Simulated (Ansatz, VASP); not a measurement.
Two plane-wave programs on HgTe

```
Hg Te
1.0
     0.00000    3.23340    3.23340
     3.23340    0.00000    3.23340
     3.23340    3.23340    0.00000
Hg Te
1 1
Direct
  0.00000 0.00000 0.00000
  0.25000 0.25000 0.25000
```

Alike in both runs: task single point; functional PBEsol; k mesh 6 × 6 × 6; occupations gaussian, width 0.05 eV; no spin polarisation.

```csv
,VASP,Ansatz
version,VASP 6.6.1,Ansatz 0.2.0
potentials or method,"VASP PAW PBE potentials, release 64 (Hg, Te), cutoff 500 eV","scalar-relativistic, plane waves, PAW"
valence electrons in the cell,18,36
```

|  | VASP | Ansatz | Ansatz less VASP |
| --- | --- | --- | --- |
| gap on the k mesh at the Fermi level (eV) | none | none | - |
| pressure (GPa) | 1.1 | 0.9 | -0.12 |

VASP's potentials were made for PBE, not for PBEsol. A gap of «none» marks a metal or a gap that the smearing closes. VASP's potentials hold 18 valence electrons a cell and Ansatz's 36, so a difference there can come from the potentials and not from the codes.

Neither program's run includes spin-orbit coupling.
